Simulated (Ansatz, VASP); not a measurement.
## One calculation of Y3Ge, two programs

```
Y Ge
1.0
    -2.26539    2.26539    5.19702
     2.26539   -2.26539    5.19702
     2.26539    2.26539   -5.19702
Y Ge
3 1
Cartesian
  0.0000 0.0000 5.1970
  2.2654 0.0000 2.5985
  0.0000 2.2654 2.5985
  0.0000 0.0000 0.0000
```

Alike in both runs: functional PBE; k mesh 6 × 6 × 6; occupations fermi-dirac, width 0.05 eV; no spin polarisation.

|  | VASP | Ansatz |
| --- | --- | --- |
| version | VASP 6.6.1 | Ansatz 0.2.0 |
| potentials or method | VASP PAW PBE potentials, release 64 (Y_sv, Ge_d) | Ansatz PAW |
| plane-wave cutoff (eV) | 520 | 420 |
| valence electrons in the cell | 47 | 47 |
| task | single point | band structure |

Ansatz gave:

- gap on the k mesh at the Fermi level (eV): none
- pressure (GPa): -0.2
- traceless stress, the component that is largest in VASP (GPa): -0.04

**Question.** Which values does VASP return?

**Answer.** gap on the k mesh at the Fermi level (eV): none; pressure (GPa): -0.3; traceless stress, the component that is largest in VASP (GPa): -0.05.

A gap of «none» marks a metal or a gap that the smearing closes. With one functional, cell and mesh, what is left measures potentials, basis and numerics.
